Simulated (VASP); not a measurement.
# W14Se27 (a cell with a defect) in VASP: a series of runs

Runs on W14Se27 (a cell with a defect). Level: PBE+D3(BJ). Tasks: single point.

Program: VASP 6.6.1. These are calculated values, not measurements. Logs are shortened: lines on timing, memory, paths and dates and some standing lists are left out, and cuts for length are marked.

## 1. The cell of the first run

The cell holds a defect, 41 atoms: a = 8.676 Å, b = 8.676 Å, c = 12.793 Å, α = 90.00°, β = 90.00°, γ = 120.00°.

## 2. Single point, PBE+D3(BJ)

Contents of INCAR:

```
SYSTEM = W14Se27
PREC = Accurate
ENCUT = 520
EDIFF = 1E-6
ISMEAR = 0
SIGMA = 0.01
LREAL = Auto
LASPH = .True.
NELM = 60
ALGO = Normal
ISIF = 2
LWAVE = .False.
LCHARG = .True.
GGA = PE
IVDW = 12
LVHAR = .True.
NBANDS = 205
KPAR = 2
NCORE = 2
```

Contents of KPOINTS:

```
regular mesh
0
Gamma
  2 2 2
  0 0 0
```

Contents of POSCAR:

```
W14Se27
1.0
    1.6395202770     -8.5191972597      0.0000000000
    6.5580811083      5.6794648397      0.0000000000
    0.0000000000      0.0000000000     12.7928245273
W Se
14 27
Direct
    0.8901529432      0.5127036596      0.2480077145
    0.4872963404      0.3774492836      0.2480077145
    0.0466907815      0.2397829366      0.2513356215
    0.7602170634      0.8069078449      0.2513356215
    0.3333333333      0.6666666667      0.2531684548
    0.6225507164      0.1098470568      0.2480077145
    0.1930921551      0.9533092185      0.2513356215
    0.6666666667      0.3333333333      0.7505521334
    0.2381350618      0.1904360768      0.7496204781
    0.8095639232      0.0476989850      0.7496204781
    0.5238166982      0.6189649479      0.7495693858
    0.0951482497      0.4761833018      0.7495693858
    0.3810350521      0.9048517503      0.7495693858
    0.9523010150      0.7618649382      0.7496204781
    0.2461709374      0.1936129754      0.3811981076
    0.8063870246      0.0525579620      0.3811981076
    0.5259913584      0.6102195581      0.3822841826
    0.0842281997      0.4740086416      0.3822841826
    0.3897804419      0.9157718003      0.3822841826
    0.9474420380      0.7538290626      0.3811981076
    0.9054601406      0.5243496277      0.8815219378
    0.4756503723      0.3811105129      0.8815219378
    0.0477322101      0.2381260271      0.8813681251
    0.7618739729      0.8096061830      0.8813681251
    0.3333333333      0.6666666667      0.8812373022
    0.6188894871      0.0945398594      0.8815219378
    0.1903938170      0.9522677899      0.8813681251
    0.6666666667      0.3333333333      0.1098146795
    0.2404578581      0.1930227531      0.1201947686
    0.8069772469      0.0474351050      0.1201947686
    0.5210609595      0.6152902460      0.1206911982
    0.0942292865      0.4789390405      0.1206911982
    0.3847097540      0.9057707135      0.1206911982
    0.9525648950      0.7595421419      0.1201947686
    0.9036675381      0.5230716086      0.6182209480
    0.4769283914      0.3805959295      0.6182209480
    0.0477001675      0.2381075007      0.6179002778
    0.7618924993      0.8095926667      0.6179002778
    0.3333333333      0.6666666667      0.6178134047
    0.6194040705      0.0963324619      0.6182209480
    0.1904073333      0.9522998325      0.6179002778
```

Potentials or basis: VASP PAW PBE potentials, release 64 (W_sv, Se).

On the command line:

```sh
cat potpaw_PBE.64/W_sv/POTCAR potpaw_PBE.64/Se/POTCAR > POTCAR
mpirun -np 4 vasp_std > vasp.out
```

OUTCAR:

```text
SYSTEM = W14Se27
   PREC = Accurate
   ENCUT = 520
   EDIFF = 1E-6
   ISMEAR = 0
   LREAL = Auto
   LASPH = .True.
   NELM = 60
   ISIF = 2
   GGA = PE
   IVDW = 12
 IVDW          = 12

 ion  position               nearest neighbor table
   1  0.890  0.513  0.248-  28 2.51  32 2.53  34 2.53  18 2.54  20 2.55   2 3.08   6 3.08   4 3.27
                             3 3.27   5 3.38   7 3.39
   2  0.487  0.377  0.248-  28 2.51  31 2.53  29 2.53  17 2.54  15 2.55   6 3.08   1 3.08   7 3.27
                             4 3.27   5 3.38   3 3.39
   3  0.047  0.240  0.251-  16 2.52  18 2.53  32 2.53  30 2.54  29 2.55  15 2.57   6 3.27   1 3.27
                             5 3.27   7 3.31   4 3.31   2 3.39
   4  0.760  0.807  0.251-  20 2.52  17 2.53  31 2.53  34 2.54  30 2.55  16 2.57   1 3.27   2 3.27
                             5 3.27   7 3.31   3 3.31   6 3.39
   5  0.333  0.667  0.253-  33 2.54  32 2.54  31 2.54  19 2.57  18 2.57  17 2.57   7 3.27   3 3.27
                             4 3.27   1 3.38   6 3.38   2 3.38
   6  0.623  0.110  0.248-  28 2.51  33 2.53  30 2.53  19 2.54  16 2.55   2 3.08   1 3.08   3 3.27
                             7 3.27   5 3.38   4 3.39
   7  0.193  0.953  0.251-  15 2.52  19 2.53  33 2.53  29 2.54  34 2.55  20 2.57   2 3.27   6 3.27
                             5 3.27   3 3.31   4 3.31   1 3.39
   8  0.667  0.333  0.751-  26 2.53  21 2.53  22 2.53  40 2.53  35 2.53  36 2.53  12 3.28  13 3.28
                            11 3.28  10 3.28  14 3.28   9 3.28
   9  0.238  0.190  0.750-  22 2.53  36 2.53  37 2.53  41 2.53  23 2.53  27 2.53  13 3.28   8 3.28
[... 36 lines left out ...]
  40  0.619  0.096  0.618-   8 2.53  10 2.53  13 2.53
  41  0.190  0.952  0.618-  13 2.53  14 2.53   9 2.53

  LATTYP: Found a hexagonal cell.
 ALAT       =     8.6755258451
 C/A-ratio  =     1.4745877951

  Lattice vectors:

 A1 = (   1.6395202770,  -8.5191972597,   0.0000000000)
 A2 = (   6.5580811083,   5.6794648397,   0.0000000000)
 A3 = (   0.0000000000,   0.0000000000,  12.7928245273)

Analysis of symmetry for initial positions (statically):
=====================================================================
 Subroutine PRICEL returns:
 Original cell was already a primitive cell.

 Routine SETGRP: Setting up the symmetry group for a
 hexagonal supercell.

 Subroutine GETGRP returns: Found  3 space group operations
 (whereof  3 operations were pure point group operations)
 out of a pool of 24 trial point group operations.

The static configuration has the point symmetry C_3 .

Analysis of symmetry for dynamics (positions and initial velocities):
=====================================================================
 Subroutine PRICEL returns:
 Original cell was already a primitive cell.

 Routine SETGRP: Setting up the symmetry group for a
 hexagonal supercell.

 Subroutine GETGRP returns: Found  3 space group operations
[... 174 lines left out ...]
   EFERMI =   0.00;   METHOD = LEGACY
   ISMEAR =     0;   SIGMA  =   0.01  broadening in eV -4-tet -1-fermi 0-gaus
   EFERMI_NEDOS =   21; number of points for ismear=-14 and -15
   IALGO  =     38    algorithm
   IMIX   =      4    mixing-type and parameters
     AMIX     =   0.40;   BMIX     =  1.00
     AMIX_MAG =   1.60;   BMIX_MAG =  1.00
  volume/ion in A,a.u.               =      20.34       137.25
  Fermi-wavevector in a.u.,A,eV,Ry     =   1.235017  2.333844 20.752518  1.525267
  Thomas-Fermi vector in A             =   2.369684
   LORBIT       =      0    0 simple, 1 ext, 2 COOP (PROOUT), +10 PAW based schemes
   GGA     = PE    functional components
   LHFCALC =     F    Hartree Fock is set to
   AEXX    =    0.0000 exact exchange contribution
   IVDW    =    12    specifies the selected vdW correction
   LEPSILON=     F    determine dielectric tensor
   LRPA    =     F    only Hartree local field effects (RPA)
 non-spin polarized calculation
 Gauss-broadening in eV      SIGMA  =   0.01
  energy-cutoff  :      520.00
  volume of cell :      833.85
 maximum number of plane-waves:     22504
 NGX is ok and might be reduce to    70
   NGX = 33   NGY = 33   NGZ = 47

 number of electron     357.9999997 magnetization

 Free energy of the ion-electron system (eV)
  ---------------------------------------------------
  ext. energy  EPLUGINS =         0.00000000
  ---------------------------------------------------
  free energy    TOTEN  =      -295.61298640 eV

  energy without entropy =     -295.61298640  energy(sigma->0) =     -295.61298640

 E-fermi :   6.3059     XC(G=0): -10.7590

 val. band max:        6.2552500194   @ k =   0.0000   0.0000   0.0000
 cond. band min:       7.0206073776   @ k =   0.5000   0.0000   0.5000
 fundamental gap:      0.7653573582
 Fermi energy:         6.3059350049

 k-point     1 :       0.0000    0.0000    0.0000
  band No.  band energies     occupation
      1     -68.1038      2.00000
      2     -68.0988      2.00000
      3     -68.0988      2.00000
      4     -68.0929      2.00000
      5     -68.0851      2.00000
      6     -68.0851      2.00000
[... 765 lines left out ...]
    190       8.0564      0.00000
    191       8.0805      0.00000
 [bands above 191 left out]

------------------------ aborting loop because EDIFF is reached ----------------------------------------

 Edisp (eV)  -19.03729

 E6    (eV) :   -10.5328

 E8    (eV) :    -8.5045

  FORCE on cell =-STRESS in cart. coord.  units (eV):
  Direction    XX          YY          ZZ          XY          YZ          ZX
  --------------------------------------------------------------------------------------
  -------------------------------------------------------------------------------------
  Total      -7.42420    -7.42420     1.88808    -0.00000     0.00000     0.00000
  in kB     -14.26499   -14.26499     3.62779    -0.00000     0.00000     0.00000
  external pressure =       -8.30 kB  Pullay stress =        0.00 kB

 VOLUME and BASIS-vectors are now :
 -----------------------------------------------------------------------------
  energy-cutoff  :      520.00
  volume of cell :      833.85
      direct lattice vectors                 reciprocal lattice vectors
     1.639520277 -8.519197260  0.000000000     0.087133502 -0.100613101  0.000000000
     6.558081108  5.679464840  0.000000000     0.130700253  0.025153275  0.000000000
     0.000000000  0.000000000 12.792824527     0.000000000  0.000000000  0.078168820

 POSITION                                       TOTAL-FORCE (eV/Angst)
 -----------------------------------------------------------------------------------
      4.82178     -4.67151      3.17272        -0.021089      0.012126      0.020940
      3.27428     -2.00766      3.17272         0.000043     -0.024327      0.020940
      1.64907      0.96407      3.21529        -0.000146     -0.000761      0.008856
      6.53816     -1.89363      3.21529         0.000732      0.000253      0.008856
      4.91856      0.94658      3.23874        -0.000000      0.000000      0.015029
      1.74107     -4.67976      3.17272         0.021046      0.012201      0.020940
[... 33 lines left out ...]
      1.64728     -4.72971      7.90879        -0.001383     -0.002150     -0.042463
      6.55744      3.78644      7.90469         0.001494     -0.000476     -0.044800
 -----------------------------------------------------------------------------------
    total drift:                                0.000001      0.000001      0.003987

  FREE ENERGIE OF THE ION-ELECTRON SYSTEM (eV)
  ---------------------------------------------------
  free  energy   TOTEN  =      -314.6502805947 eV

  energy  without entropy=     -314.6502805947  energy(sigma->0) =     -314.65028059
```

OSZICAR:

```text
N       E                     dE             d eps       ncg     rms          rms(c)
DAV:   1     0.405683862037E+04    0.40568E+04   -0.18940E+05  1864   0.172E+03
DAV:   2     0.560587198916E+02   -0.40008E+04   -0.39118E+04  1888   0.468E+02
DAV:   3    -0.293591833598E+03   -0.34965E+03   -0.34153E+03  1979   0.124E+02
DAV:   4    -0.308314350695E+03   -0.14723E+02   -0.14593E+02  1896   0.241E+01
DAV:   5    -0.308931441258E+03   -0.61709E+00   -0.61503E+00  2264   0.430E+00    0.768E+01
DAV:   6    -0.298182203914E+03    0.10749E+02   -0.77562E+01  2072   0.190E+01    0.288E+01
DAV:   7    -0.296513528471E+03    0.16687E+01   -0.31182E+01  1870   0.927E+00    0.132E+01
DAV:   8    -0.295617929098E+03    0.89560E+00   -0.39839E+00  1992   0.455E+00    0.323E+00
DAV:   9    -0.295623693194E+03   -0.57641E-02   -0.85552E-01  2064   0.165E+00    0.182E+00
DAV:  10    -0.295614964599E+03    0.87286E-02   -0.20016E-01  2088   0.120E+00    0.515E-01
DAV:  11    -0.295613438359E+03    0.15262E-02   -0.22321E-02  2096   0.498E-01    0.374E-01
DAV:  12    -0.295612788729E+03    0.64963E-03   -0.88918E-03  2128   0.243E-01    0.163E-01
DAV:  13    -0.295612959299E+03   -0.17057E-03   -0.90504E-04  1944   0.721E-02    0.195E-01
DAV:  14    -0.295612980102E+03   -0.20804E-04   -0.40585E-04  2136   0.527E-02    0.578E-02
DAV:  15    -0.295612980973E+03   -0.87087E-06   -0.10130E-04  2168   0.288E-02    0.172E-02
DAV:  16    -0.295612983922E+03   -0.29483E-05   -0.16069E-05  2120   0.122E-02    0.828E-03
DAV:  17    -0.295612985974E+03   -0.20520E-05   -0.49813E-06  1536   0.537E-03    0.245E-03
DAV:  18    -0.295612986404E+03   -0.42989E-06   -0.12466E-06  1216   0.258E-03
   1 F= -.31465028E+03 E0= -.31465028E+03  d E =-.491417E-14
```

Wall time 8.6 min (4 MPI ranks of Intel Xeon Platinum 8259CL at 2.50GHz (Skylake/Cascade Lake), shared host); peak memory 0.67 GiB.

What came out:

```yaml
Free_energy: -314.6503 eV
Pressure: -0.8 GPa
Largest_force: 0.053 eV/Å
Band_gap_on_the_k_mesh: 0.77 eV
Dispersion_energy_per_atom: -0.464 eV
```

Forces in eV/Å, atoms in the order of the input:
```
W   -0.021  0.012  0.021
W    0.000 -0.024  0.021
W    0.000 -0.001  0.009
W    0.001  0.000  0.009
W    0.000  0.000  0.015
W    0.021  0.012  0.021
W   -0.001  0.001  0.009
W    0.000  0.000  0.001
W    0.000  0.000  0.000
W    0.000  0.000  0.000
W    0.000  0.000  0.000
W    0.000  0.000  0.000
W    0.000  0.000  0.000
W    0.000  0.000  0.000
Se   0.003  0.005  0.039
Se  -0.006  0.000  0.039
Se  -0.001  0.003  0.031
Se   0.003 -0.001  0.031
Se  -0.002 -0.003  0.031
Se   0.003 -0.005  0.039
Se  -0.003  0.001  0.049
Se   0.000 -0.003  0.049
Se  -0.001  0.001  0.049
Se   0.000 -0.001  0.049
Se   0.000  0.000  0.050
Se   0.003  0.002  0.049
Se   0.001  0.001  0.049
Se   0.000  0.000 -0.048
Se  -0.006  0.002 -0.049
Se   0.001 -0.006 -0.049
Se   0.002 -0.001 -0.053
Se  -0.002 -0.001 -0.053
Se   0.000  0.002 -0.053
Se   0.005  0.004 -0.049
Se   0.003  0.000 -0.042
Se  -0.001  0.002 -0.042
Se   0.000  0.002 -0.045
Se  -0.001 -0.001 -0.045
Se   0.000  0.000 -0.044
Se  -0.001 -0.002 -0.042
Se   0.001  0.000 -0.045
```

Stress tensor (GPa, compression positive):
```
-1.43  0.00  0.00
 0.00 -1.43  0.00
 0.00  0.00  0.36
```

Caveat: spin-orbit coupling is left out, which moves the levels of the heavy elements.

## 3. Single point, PBE+D3(BJ) (atoms taken out, then relaxed in part)

Contents of INCAR:

```
SYSTEM = W14Se27
ALGO = Fast ; EDIFF = 1E-6
ENCUT = 520 ; GGA = PE
ISIF = 2 ; ISMEAR = 0
IVDW = 12 ; LASPH = .TRUE.
LCHARG = .FALSE. ; LREAL = Auto
LWAVE = .FALSE. ; NBANDS = 205
NELECT = 356.0 ; NELM = 80
PREC = Accurate ; SIGMA = 0.01
```

Contents of KPOINTS:

```
k-points
0
G
  2 2 2
  0 0 0
```

Contents of POSCAR:

```
W14Se27
1.0
    1.6395202770     -8.5191972597      0.0000000000
    6.5580811083      5.6794648397      0.0000000000
    0.0000000000      0.0000000000     12.7928245273
W Se
14 27
Direct
    0.8891068828      0.5123925224      0.2474905050
    0.4876074776      0.3767143605      0.2474905050
    0.0458205299      0.2386839666      0.2510499926
    0.7613160334      0.8071365633      0.2510499926
    0.3333333333      0.6666666667      0.2532483874
    0.6232856395      0.1108931172      0.2474905050
    0.1928634367      0.9541794701      0.2510499926
    0.6666666667      0.3333333333      0.7507349034
    0.2377420891      0.1900221745      0.7500621029
    0.8099778255      0.0477199146      0.7500621029
    0.5240913123      0.6192362840      0.7501207819
    0.0951449717      0.4759086877      0.7501207819
    0.3807637160      0.9048550283      0.7501207819
    0.9522800854      0.7622579109      0.7500621029
    0.2469056700      0.1938451808      0.3809802986
    0.8061548192      0.0530604892      0.3809802986
    0.5260724224      0.6098144829      0.3816185374
    0.0837420605      0.4739275776      0.3816185374
    0.3901855171      0.9162579395      0.3816185374
    0.9469395108      0.7530943300      0.3809802986
    0.9053799983      0.5243495239      0.8819078610
    0.4756504761      0.3810304745      0.8819078610
    0.0476832587      0.2380355067      0.8820300275
    0.7619644933      0.8096477520      0.8820300275
    0.3333333333      0.6666666667      0.8818650154
    0.6189695255      0.0946200017      0.8819078610
    0.1903522480      0.9523167413      0.8820300275
    0.6666666667      0.3333333333      0.1086274179
    0.2403468455      0.1929824331      0.1194930141
    0.8070175669      0.0473644124      0.1194930141
    0.5213845474      0.6156290273      0.1205123333
    0.0942444798      0.4786154526      0.1205123333
    0.3843709727      0.9057555202      0.1205123333
    0.9526355876      0.7596531545      0.1194930141
    0.9043146312      0.5234460051      0.6186605285
    0.4765539949      0.3808686261      0.6186605285
    0.0477159849      0.2381728026      0.6179468170
    0.7618271974      0.8095431822      0.6179468170
    0.3333333333      0.6666666667      0.6182300874
    0.6191313739      0.0956853688      0.6186605285
    0.1904568178      0.9522840151      0.6179468170
```

Potentials or basis: VASP PAW PBE potentials, release 64 (W_sv, Se).

On the command line:

```sh
cat potpaw_PBE.64/W_sv/POTCAR potpaw_PBE.64/Se/POTCAR > POTCAR
mpirun -np 1 vasp_std > vasp.out
```

It took 43 min on 1 thread of Oxide Virtual Turin-like, shared host; peak memory 1.1 GiB.

It converged, with:

* Free energy: -326.4416 eV
* Largest force: 0.056 eV/Å
* Dispersion energy per atom: -0.464 eV

Forces on the atoms (eV/Å):
```
W   -0.016  0.011  0.016
W   -0.002 -0.020  0.016
W   -0.006  0.002 -0.002
W    0.001 -0.007 -0.002
W    0.000  0.000 -0.002
W    0.018  0.008  0.016
W    0.005  0.004 -0.002
W    0.000  0.000  0.000
W   -0.009 -0.001 -0.002
W    0.005 -0.007 -0.002
W    0.005  0.010 -0.001
W    0.006 -0.010 -0.001
W   -0.011  0.000 -0.001
W    0.003  0.008 -0.002
Se   0.004  0.002  0.042
Se  -0.004  0.002  0.042
Se   0.000  0.008  0.047
Se   0.007 -0.004  0.047
Se  -0.007 -0.004  0.047
Se   0.000 -0.004  0.042
Se  -0.002  0.001  0.038
Se   0.000 -0.002  0.038
Se   0.001 -0.001  0.038
Se   0.000  0.001  0.038
Se   0.000  0.000  0.040
Se   0.002  0.001  0.038
Se  -0.001  0.000  0.038
Se   0.000  0.000 -0.056
Se   0.000  0.003 -0.035
Se  -0.002 -0.002 -0.035
Se   0.005  0.008 -0.042
Se   0.004 -0.008 -0.042
Se  -0.009  0.000 -0.042
Se   0.003 -0.001 -0.035
Se   0.001  0.000 -0.044
Se  -0.001  0.001 -0.044
Se   0.000  0.000 -0.036
Se   0.000  0.000 -0.036
Se   0.000  0.000 -0.038
Se   0.000 -0.001 -0.044
Se   0.000  0.000 -0.036
```

Levels at points of the mesh, in eV from the Fermi level:
```
           k point  band 175  band 176  band 177  band 178  band 179  band 180
(0.00, 0.00, 0.00)     -0.38     -0.36     -0.36     -0.01      0.52      1.49
(0.50, 0.00, 0.00)     -0.24     -0.22     -0.14      0.00      0.04      1.29
(0.00, 0.00, 0.50)     -0.36     -0.36     -0.28      0.34      0.40      1.52
(0.50, 0.00, 0.50)     -0.23     -0.13     -0.09     -0.08     -0.04      1.28
```

Caveat: the k points lie up to 0.42 Å⁻¹ apart; the cell carries a net charge on a neutralising background, which shifts energy and pressure; the cell differs from its parent crystal (atoms taken out, then relaxed in part); the cell is charged against a uniform background, so pressure and absolute levels hang on convention; spin-orbit coupling is left out, which moves the levels of the heavy elements.
